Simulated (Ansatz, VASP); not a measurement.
Two plane-wave programs on SiC

INCAR

```
PREC = Accurate
ENCUT = 520
EDIFF = 1E-7
ISMEAR = 1
SIGMA = 0.005
LREAL = False
LASPH = True
NELM = 60
ALGO = Normal
ISIF = 2
LWAVE = False
LCHARG = False
GGA = PE
NBANDS = 11
```

The input KPOINTS:

```
regular mesh
0
Gamma
  14 14 14
```

The input POSCAR:

```
SiC
1.0
    0.0000000000      2.1898506880      2.1898506880
    2.1898506880      0.0000000000      2.1898506880
    2.1898506880      2.1898506880      0.0000000000
Si C
1 1
Direct
    0.0000000000      0.0000000000      0.0000000000
    0.7500000000      0.7500000000      0.7500000000
```

Input for Ansatz:

```yaml
crystal:
  lattice:
    - [0.0, 2.189850688, 2.189850688]
    - [2.189850688, 0.0, 2.189850688]
    - [2.189850688, 2.189850688, 0.0]
  atoms:
    - { symbol: Si, position: [0.0, 0.0, 0.0] }
    - { symbol: C, position: [0.75, 0.75, 0.75] }
basis:
  ecutwfc: 420
  ecutrho_ratio: 4
kpoints:
  mp_grid: { grid: [14, 14, 14] }
hamiltonian:
  xc: pbe
scf:
  occupations: { method: methfessel_paxton, width: 0.005 }
  mixing: { algorithm: anderson, beta: 0.3, ndim: 4 }
output:
  forces: true
  stress: true
```

Alike in both runs: task single point; functional PBE; k mesh 14 × 14 × 14; occupations methfessel-paxton of order 1, width 0.005 eV; no spin polarisation.

```csv
,VASP,Ansatz
version,VASP 6.6.1,Ansatz 0.2.0
potentials or method,"VASP PAW PBE potentials, release 64 (Si, C), cutoff 520 eV","scalar-relativistic, plane waves, PAW"
valence electrons in the cell,8,8
```

|  | VASP | Ansatz | Ansatz less VASP |
| --- | --- | --- | --- |
| pressure (GPa) | 0.0 | 0.0 | +0.05 |
